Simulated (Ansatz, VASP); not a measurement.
B6N: VASP beside Ansatz

```
B N
1.0
     3.52941    0.00000    0.00000
    -1.76470    3.05656    0.00000
     0.00000    0.00000    4.09207
B N
6 1
Direct
  0.63709 0.63709 0.31155
  0.00000 0.63709 0.68845
  0.63709 0.00000 0.68845
  0.36291 0.36291 0.68845
  0.00000 0.36291 0.31155
  0.36291 0.00000 0.31155
  0.00000 0.00000 0.00000
```

Change from the starting cell: species swapped into the Ti6O type (P-31m, No. 162).

Alike in both runs: functional PBE; k mesh 4 × 4 × 4; occupations gaussian, width 0.2 eV; no spin polarisation.

Ansatz relaxed the structure, and its values are those at the end. VASP's run is a single point on that final structure, the one shown.

|  | VASP | Ansatz |
| --- | --- | --- |
| version | VASP 6.6.1 | Ansatz 0.2.0 |
| potentials or method | VASP PAW PBE potentials, release 64 (B, N), cutoff 600 eV | scalar-relativistic, plane waves, PAW |
| valence electrons in the cell | 23 | 23 |

Ansatz gave:

```
gap on the k mesh at the Fermi level (eV) : none
pressure (GPa)                            : 0.3
rms of the force components (eV/Å)        : 0.016
```

**Question.** Which values does VASP return?

**Answer.** gap on the k mesh at the Fermi level (eV): none; pressure (GPa): 0.1; rms of the force components (eV/Å): 0.012.

A gap of «none» marks a metal or a gap that the smearing closes.

The k mesh is coarse, so the values compare programs but aren't converged.
